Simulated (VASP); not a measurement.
YMg2O2, 5 atoms in the cell. It takes space group I4/mmm (No. 139, tetragonal). Conventional cell: a = 5.442 Å, b = 5.442 Å, c = 5.182 Å, α = 90.00°, β = 90.00°, γ = 90.00°. Within 2.6 Å of Y (site symmetry 4/mmm) lie 2 O at 1.93 Å. Within 3.4 Å of Mg (site symmetry mmm) lie 2 Mg at 2.59 Å and 2 Y at 2.72 Å and 8 O at 2.80 to 3.34 Å. Within 1.8 Å of O (site symmetry 4mm) lie 1 O at 1.32 Å. The cell was generated, and may not be a known phase.

| Quantity | Value |
| --- | --- |
| Program | VASP 6.6.1 |
| Task | single point |
| Functional | PBE |
| Potentials or basis | VASP PAW PBE potentials, release 64 (Y_sv, Mg_sv, O) |
| Cutoff | 840 eV |
| k mesh | 4 × 4 × 4 |
| Occupations | gaussian, width 0.1 eV |
| Spin | no spin polarisation |
| Dipole correction | no |
| Further INCAR settings | ALGO = Normal; EDIFF = 1e-06; NBANDS = 30 |

Potentials or basis: VASP PAW PBE potentials, release 64 (Y_sv, Mg_sv, O).

The run is started by

```console
$ cat potpaw_PBE.64/Y_sv/POTCAR potpaw_PBE.64/Mg_sv/POTCAR potpaw_PBE.64/O/POTCAR > POTCAR
$ mpirun -np 1 vasp_std > vasp.out
```

Hardware: 1 thread of Intel(R) Xeon(R) Platinum 8259CL CPU @ 2.50GHz (Skylake/Cascade Lake) (shared host).

Task: Estimate the wall time of this run.

Result: Run time: 64 s on 1 thread of Intel(R) Xeon(R) Platinum 8259CL CPU @ 2.50GHz (Skylake/Cascade Lake), on a shared host, peak memory 0.37 GiB. Counts: scf iterations 14, k points 13.
